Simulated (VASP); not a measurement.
# C (Fd-3m) in VASP: single point with PBEsol

Aim: the single point of C with PBEsol.

Program: VASP 6.6.1. These are calculated values, not measurements. Logs are shortened: lines on timing, memory, paths and dates and some standing lists are left out, and cuts for length are marked.

## 1. The cell of the first run

The structure is cubic, space group Fd-3m (No. 227). Conventional cell: a = 3.567 Å, b = 3.567 Å, c = 3.567 Å, α = 90.00°, β = 90.00°, γ = 90.00°. C (site symmetry -43m) has 4 C at 1.54 Å within 2.1 Å.

## 2. Single point, PBEsol

Input file INCAR:

```
SYSTEM = C
PREC = Accurate
ENCUT = 600
EDIFF = 1E-6
ISMEAR = 0
SIGMA = 0.01
LREAL = .FALSE.
LASPH = .TRUE.
NELM = 120
ALGO = Normal
ISIF = 2
LWAVE = .FALSE.
LCHARG = .TRUE.
GGA = PS
LELF = .TRUE.
LVHAR = .TRUE.
NBANDS = 11
GGA_COMPAT = .FALSE.
```

Input file KPOINTS:

```
Automatic mesh
0
G
  10 10 10
  0 0 0
```

Input file POSCAR:

```
C
1.0
    0.0000000000      1.7835000000      1.7835000000
    1.7835000000      0.0000000000      1.7835000000
    1.7835000000      1.7835000000      0.0000000000
C
2
Direct
    0.0000000000      0.0000000000      0.0000000000
    0.2500000000      0.2500000000      0.2500000000
```

Potentials or basis: VASP PAW PBE potentials, release 64 (C).

On the command line:

```sh
$ cat potpaw_PBE.64/C/POTCAR > POTCAR
$ mpirun -np 1 vasp_std > vasp.out
```

OUTCAR:

```text
SYSTEM = C
   PREC = Accurate
   ENCUT = 600
   EDIFF = 1E-6
   ISMEAR = 0
   LREAL = .FALSE.
   LASPH = .TRUE.
   NELM = 120
   ISIF = 2
   GGA = PS

 ion  position               nearest neighbor table
   1  0.000  0.000  0.000-   2 1.54   2 1.54   2 1.54   2 1.54
   2  0.250  0.250  0.250-   1 1.54   1 1.54   1 1.54   1 1.54

  LATTYP: Found a face centered cubic cell.
 ALAT       =     3.5670000000

  Lattice vectors:

 A1 = (   0.0000000000,   1.7835000000,   1.7835000000)
 A2 = (   1.7835000000,   0.0000000000,   1.7835000000)
 A3 = (   1.7835000000,   1.7835000000,   0.0000000000)

Analysis of symmetry for initial positions (statically):
=====================================================================
 Subroutine PRICEL returns:
 Original cell was already a primitive cell.

 Routine SETGRP: Setting up the symmetry group for a
 face centered cubic supercell.

 Subroutine GETGRP returns: Found 48 space group operations
 (whereof 24 operations were pure point group operations)
 out of a pool of 48 trial point group operations.

The static configuration has the point symmetry T_d .
 The point group associated with its full space group is O_h .

Analysis of symmetry for dynamics (positions and initial velocities):
=====================================================================
 Subroutine PRICEL returns:
 Original cell was already a primitive cell.

 Routine SETGRP: Setting up the symmetry group for a
 face centered cubic supercell.

 Subroutine GETGRP returns: Found 48 space group operations
 (whereof 24 operations were pure point group operations)
 out of a pool of 48 trial point group operations.

The dynamic configuration has the point symmetry T_d .
 The point group associated with its full space group is O_h .

 Subroutine INISYM returns: Found 48 space group operations
 (whereof 24 operations are pure point group operations),
 and found     1 'primitive' translations

----------------------------------------------------------------------------------------

                                     Primitive cell

  volume of cell :      11.3462

  direct lattice vectors                    reciprocal lattice vectors
     0.000000000  1.783500000  1.783500000    -0.280347631  0.280347631  0.280347631
     1.783500000  0.000000000  1.783500000     0.280347631 -0.280347631  0.280347631
     1.783500000  1.783500000  0.000000000     0.280347631  0.280347631 -0.280347631

  length of vectors
     2.522249888  2.522249888  2.522249888     0.485576341  0.485576341  0.485576341

  position of ions in fractional coordinates (direct lattice)
     0.000000000  0.000000000  0.000000000
     0.250000000  0.250000000  0.250000000

  ion indices of the primitive-cell ions
   primitive index   ion index
                 1           1
                 2           2

----------------------------------------------------------------------------------------

 KPOINTS: Automatic mesh

Automatic generation of k-mesh.
 Grid dimensions read from file:
 generate k-points for:   10   10   10

 Generating k-lattice:

  Cartesian coordinates                     Fractional coordinates (reciprocal lattice)
    -0.028034763  0.028034763  0.028034763     0.100000000  0.000000000  0.000000000
     0.028034763 -0.028034763  0.028034763     0.000000000  0.100000000  0.000000000
     0.028034763  0.028034763 -0.028034763     0.000000000  0.000000000  0.100000000

  Length of vectors
     0.048557634  0.048557634  0.048557634

  Shift w.r.t. Gamma in fractional coordinates (k-lattice)
     0.000000000  0.000000000  0.000000000

 Subroutine IBZKPT returns following result:
 ===========================================

 Found     47 irreducible k-points:

 Following reciprocal coordinates:
            Coordinates               Weight
  0.000000  0.000000  0.000000      1.000000
  0.100000  0.000000  0.000000      8.000000
  0.200000  0.000000  0.000000      8.000000
  0.300000  0.000000  0.000000      8.000000
  0.400000  0.000000  0.000000      8.000000
  0.500000  0.000000  0.000000      4.000000
[... 16 lines left out ...]
  0.300000  0.300000  0.000000      6.000000
  0.400000  0.300000  0.000000     24.000000
 [... further k-points ...]
   k-points           NKPTS =     47   k-points in BZ     NKDIM =     47   number of bands    NBANDS=     11
   number of dos      NEDOS =    301   number of ions     NIONS =      2
   total plane-waves  NPLWV =   8000
   dimension x,y,z NGX =    20 NGY =   20 NGZ =   20
   dimension x,y,z NGXF=    40 NGYF=   40 NGZF=   40
   ions per type =               2
   NGX,Y,Z   is equivalent  to a cutoff of  13.18, 13.18, 13.18 a.u.
   NGXF,Y,Z  is equivalent  to a cutoff of  26.36, 26.36, 26.36 a.u.
 SYSTEM =  C
   PREC   = accura    normal or accurate (medium, high low for compatibility)
   ISTART =      0    job   : 0-new  1-cont  2-samecut
   ICHARG =      2    charge: 1-file 2-atom 10-const
   ISPIN  =      1    spin polarized calculation?
   LNONCOLLINEAR =      F non collinear calculations
   LSORBIT =      F    spin-orbit coupling
   LASPH  =      T    aspherical Exc in radial PAW
   ENCUT  =  600.0 eV  44.10 Ry    6.64 a.u.   5.04  5.04  5.04*2*pi/ulx,y,z
   NELM   =    120;   NELMIN=  2; NELMDL= -5     # of ELM steps
   EDIFF  = 0.1E-05   stopping-criterion for ELM
   LREAL  =      F    real-space projection
   EDIFFG = 0.1E-04   stopping-criterion for IOM
   NSW    =      0    number of steps for IOM
   IBRION =     -1    ionic relax: 0-MD 1-quasi-New 2-CG
   NFREE  =      0    steps in history (QN), initial steepest desc. (CG)
   ISIF   =      2    stress and relaxation
   ISYM   =      2    0-nonsym 1-usesym 2-fastsym
   POTIM  = 0.5000    time-step for ionic-motion
   TEBEG  =    0.0;   TEEND  =   0.0 temperature during run
   PSTRESS=    0.0 pullay stress
   NELECT =       8.0000    total number of electrons
   NUPDOWN=      -1.0000    fix difference up-down
   EMIN   =  10.00;   EMAX   =-10.00  energy-range for DOS
   EFERMI =   0.00;   METHOD = LEGACY
   ISMEAR =     0;   SIGMA  =   0.01  broadening in eV -4-tet -1-fermi 0-gaus
   EFERMI_NEDOS =   21; number of points for ismear=-14 and -15
   IALGO  =     38    algorithm
   IMIX   =      4    mixing-type and parameters
     AMIX     =   0.40;   BMIX     =  1.00
     AMIX_MAG =   1.60;   BMIX_MAG =  1.00
  volume/ion in A,a.u.               =       5.67        38.28
  Fermi-wavevector in a.u.,A,eV,Ry     =   1.457097  2.753514 28.886949  2.123131
  Thomas-Fermi vector in A             =   2.573938
   LORBIT       =      0    0 simple, 1 ext, 2 COOP (PROOUT), +10 PAW based schemes
   GGA     = PS    functional components
   LHFCALC =     F    Hartree Fock is set to
   AEXX    =    0.0000 exact exchange contribution
   IVDW    =     0    specifies the selected vdW correction
   LEPSILON=     F    determine dielectric tensor
   LRPA    =     F    only Hartree local field effects (RPA)
 non-spin polarized calculation
 Gauss-broadening in eV      SIGMA  =   0.01
  energy-cutoff  :      600.00
  volume of cell :       11.35
 maximum number of plane-waves:       392
   NGX =  9   NGY =  9   NGZ =  9

 number of electron       7.9999999 magnetization

 Free energy of the ion-electron system (eV)
  ---------------------------------------------------
  ext. energy  EPLUGINS =         0.00000000
  ---------------------------------------------------
  free energy    TOTEN  =       -19.25314448 eV

  energy without entropy =      -19.25314448  energy(sigma->0) =      -19.25314448

 E-fermi :   9.8097     XC(G=0): -13.4317

 val. band max:        9.7049736399   @ k =   0.0000   0.0000   0.0000
 cond. band min:      13.7404118518   @ k =   0.4000   0.4000   0.0000
 fundamental gap:      4.0354382120
 Fermi energy:         9.8097189177

 k-point     1 :       0.0000    0.0000    0.0000
  band No.  band energies     occupation
      1     -11.8134      2.00000
      2       9.7050      2.00000
      3       9.7050      2.00000
      4       9.7050      2.00000
      5      15.2438      0.00000
      6      15.2438      0.00000
      7      15.2438      0.00000
      8      23.0682      0.00000
      9      28.6603      0.00000
     10      36.1711      0.00000
     11      36.1711      0.00000

 k-point     2 :       0.1000    0.0000    0.0000
  band No.  band energies     occupation
      1     -11.5360      2.00000
      2       8.0183      2.00000
      3       9.2545      2.00000
      4       9.2545      2.00000
      5      15.8339      0.00000
      6      15.8339      0.00000
      7      16.1930      0.00000
      8      23.2900      0.00000
      9      29.1137      0.00000
     10      33.5401      0.00000
     11      33.5401      0.00000

 k-point     3 :       0.2000    0.0000    0.0000
  band No.  band energies     occupation
      1     -10.7084      2.00000
      2       4.7998      2.00000
      3       8.3738      2.00000
      4       8.3738      2.00000
      5      16.9656      0.00000
      6      16.9656      0.00000
      7      17.4070      0.00000
      8      23.8998      0.00000
      9      29.8973      0.00000
     10      32.0171      0.00000
     11      32.0171      0.00000

 k-point     4 :       0.3000    0.0000    0.0000
  band No.  band energies     occupation
      1      -9.3499      2.00000
      2       1.3884      2.00000
      3       7.5812      2.00000
      4       7.5812      2.00000
      5      17.7785      0.00000
      6      17.7785      0.00000
      7      18.1089      0.00000
      8      24.6276      0.00000
      9      30.2591      0.00000
     10      32.2867      0.00000
     11      32.2867      0.00000
[... 239 lines left out ...]
 k-point    22 :      -0.2000    0.2000    0.0000
  band No.  band energies     occupation
      1      -8.9007      2.00000
      2       2.7167      2.00000
      3       3.6503      2.00000
      4       7.7115      2.00000
      5      18.1460      0.00000
      6      18.2212      0.00000
      7      20.1327      0.00000
      8      23.2864      0.00000
      9      29.5552      0.00000
     10      30.4172      0.00000
     11      33.4828      0.00000

 k-point    23 :       0.3000    0.3000    0.0000
  band No.  band energies     occupation
      1      -8.5327      2.00000
      2       3.6399      2.00000
      3       4.7862      2.00000
      4       4.7862      2.00000
      5      13.8296      0.00000
      6      18.2068      0.00000
      7      22.7669      0.00000
      8      22.7669      0.00000
      9      30.4365      0.00000
     10      32.3022      0.00000
     11      40.3822      0.00000

 k-point    24 :       0.4000    0.3000    0.0000
  band No.  band energies     occupation
      1      -7.2094      2.00000
      2       1.6580      2.00000
      3       3.6778      2.00000
      4       4.3138      2.00000
      5      14.3787      0.00000
      6      17.5515      0.00000
      7      23.7512      0.00000
      8      23.8108      0.00000
      9      31.3373      0.00000
     10      32.3683      0.00000
     11      40.3211      0.00000

 [... further k-points ...]
[... 5 lines left out ...]
  --------------------------------------------------------------------------------------
  -------------------------------------------------------------------------------------
  Total       -0.3188201     -0.3188201     -0.3188201      0.0000000     -0.0000000      0.0000000
  in kB      -45.0201514    -45.0201514    -45.0201514      0.0000000     -0.0000000      0.0000000
  external PRESSURE =     -45.0201514 kB  Pullay stress =       0.0000000 kB

 VOLUME and BASIS-vectors are now :
 -----------------------------------------------------------------------------
  energy-cutoff  :      600.00
  volume of cell :       11.35
      direct lattice vectors                 reciprocal lattice vectors
     0.000000000  1.783500000  1.783500000    -0.280347631  0.280347631  0.280347631
     1.783500000  0.000000000  1.783500000     0.280347631 -0.280347631  0.280347631
     1.783500000  1.783500000  0.000000000     0.280347631  0.280347631 -0.280347631

 POSITION                                       TOTAL-FORCE (eV/Angst)
 -----------------------------------------------------------------------------------
      0.00000      0.00000      0.00000        -0.000000     -0.000000     -0.000000
      0.89175      0.89175      0.89175         0.000000      0.000000      0.000000
 -----------------------------------------------------------------------------------
    total drift:                                0.000000      0.000000      0.000000

  FREE ENERGIE OF THE ION-ELECTRON SYSTEM (eV)
  ---------------------------------------------------
  free  energy   TOTEN  =       -19.2531444755 eV

  energy  without entropy=      -19.2531444755  energy(sigma->0) =      -19.25314448
```

It took 6.3 s on 1 thread of AMD EPYC 7R43 (Zen 3), shared host; peak memory 0.08 GiB.

Results:

```
Free energy            : -19.2531 eV
Pressure               : -4.5 GPa
Band gap on the k mesh : 4.04 eV, indirect (least direct gap 5.54 eV)
```

Levels at points of the mesh, in eV from the valence-band top:
```csv
k point,band 1,band 2,band 3,band 4,band 5,band 6,band 7,band 8
"(0.00, 0.00, 0.00)",-21.52,0.00,0.00,0.00,5.54,5.54,5.54,13.36
"(0.50, 0.00, 0.00)",-15.69,-13.46,-2.81,-2.81,8.38,8.38,8.84,15.49
"(0.50, 0.50, 0.00)",-12.78,-12.78,-6.34,-6.34,4.60,4.60,16.78,16.78
```

Caveat: the PAW data sets were made with another functional, which shifts forces and pressure a little. As with any semilocal functional, this PBEsol gap is likely too small.
